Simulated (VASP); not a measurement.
A run of VASP 6.6.1 is set up as follows.

INCAR

```
ALGO = Normal
EDIFF = 1E-6
ENCUT = 520
GGA = PS
ISIF = 2
ISMEAR = 0
LASPH = True
LCHARG = False
LREAL = False
LWAVE = False
NBANDS = 24
NELM = 60
PREC = Accurate
SIGMA = 0.15
```

Contents of KPOINTS:

```
k-points
0
Gamma
  14 14 14
```

File POSCAR:

```
TaF3
1.0
    3.9012000000      0.0000000000      0.0000000000
    0.0000000000      3.9012000000      0.0000000000
    0.0000000000      0.0000000000      3.9012000000
Ta F
1 3
Direct
    0.0000000000      0.0000000000      0.0000000000
    0.5000000000      0.0000000000      0.0000000000
    0.0000000000      0.5000000000      0.0000000000
    0.0000000000      0.0000000000      0.5000000000
```

Potentials or basis: VASP PAW PBE potentials, release 64 (Ta_pv, F).

Launch:

```console
$ cat potpaw_PBE.64/Ta_pv/POTCAR potpaw_PBE.64/F/POTCAR > POTCAR
$ mpirun -np 1 vasp_std > vasp.out
```

Problem. Predict the pressure.

Solution. 20.9 GPa.

Problem. Estimate the band gap on the k mesh.

Solution. Zero (band 16 reaches 6.61 eV, above the bottom of band 17 at 3.53 eV).

Caveat: the PAW data sets were made with another functional, which shifts forces and pressure a little; spin-orbit coupling is left out, which moves the levels of the heavy elements.
